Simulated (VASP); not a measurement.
Wanted: the native input for a VASP 6.6.1 run.

```yaml
Task: single point
Functional: PBE
Potentials_or_basis: VASP PAW PBE potentials, release 64 (Cd, F, Ca_sv)
Cutoff: 520 eV
k_mesh: 4 × 4 × 6
Occupations: fermi-dirac, width 0.02 eV
Spin: no spin polarisation
Dipole_correction: no
Further_INCAR_settings: ALGO = Normal; EDIFF = 1e-07; NBANDS = 63
```

The structure of CaCd3F8 lies in POSCAR:

```
CaCd3F8
1.0
    3.8844065513     -5.4899828645      0.0000000000
    3.8844065513      5.4899828645      0.0000000000
    0.0000000000      0.0000000000      3.8799630724
Cd F Ca
3 8 1
Direct
    0.0000000000      0.5000000000      0.0000000000
    0.0000000000      0.0000000000      0.5000000000
    0.5000000000      0.0000000000      0.0000000000
    0.3746994742      0.1249395932      0.5000000000
    0.1249395932      0.3746994742      0.5000000000
    0.8750862559      0.1249137441      0.0000000000
    0.6249915463      0.3750084537      0.0000000000
    0.3750084537      0.6249915463      0.0000000000
    0.1249137441      0.8750862559      0.0000000000
    0.8750604068      0.6253005258      0.5000000000
    0.6253005258      0.8750604068      0.5000000000
    0.5000000000      0.5000000000      0.5000000000
```

The input as run:

INCAR

```
  PREC = Accurate
  ENCUT = 520
  EDIFF = 1E-7
  ISMEAR = -1
  SIGMA = 0.02
  LREAL = F
  LASPH = T
  NELM = 60
  ALGO = Normal
  ISIF = 2
  LWAVE = F
  LCHARG = F
  GGA = PE
  NBANDS = 63
```

KPOINTS

```
Automatic mesh
0
Gamma
  4 4 6
```

Potentials or basis: VASP PAW PBE potentials, release 64 (Cd, F, Ca_sv).

Run with:

```console
$ cat potpaw_PBE.64/Cd/POTCAR potpaw_PBE.64/F/POTCAR potpaw_PBE.64/Ca_sv/POTCAR > POTCAR
$ mpirun -np 1 vasp_std > vasp.out
```

Results of the run:

```yaml
Pressure: 0.4 GPa
Largest_force: 0.013 eV/Å
Band_gap_on_the_k_mesh: 3.44 eV (least direct gap 3.57 eV)
```

Wall time 4.9 min on 1 thread of Intel(R) Xeon(R) Platinum 8488C (Sapphire Rapids), with other jobs on the host, peak memory 0.4 GiB.
